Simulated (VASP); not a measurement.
Runs of VASP 6.6.1 on Al. The structure is that of space group Fm-3m (No. 225), or close to it. The cells are those of the table. 

```tsv
cell	gap on the mesh (eV)	pressure (GPa)
a = 2.948 Å, angles 60.0°, 1 atom	none	(b)
a = 2.819 Å, angles 60.0°, 1 atom	none	0.0
a = 2.905 Å, angles 60.0°, 1 atom	none	(a)
a = 2.885, b = 2.885, c = 2.819 Å, angles 60.7, 60.7, 58.5°, 1 atom	none	-3.6
a = 2.776 Å, angles 60.0°, 1 atom	none	4.8
```

Alike in all rows: task single point; level r2SCAN; potentials or basis VASP PAW PBE potentials, release 64 (Al); no spin polarisation; k mesh 20 × 20 × 20; cutoff (eV) 520; smearing gaussian 0.15 eV.

**Question.** Fill in the values left out.

**Answer.** (a) -6.8; (b) -9.1.

Caveats: the PAW data sets were made with another functional, which shifts forces and pressure a little; the cell stands under tension (at least some runs); the cell stands under pressure (at least some runs).

A gap of «none» marks levels without a gap at the run's occupations.
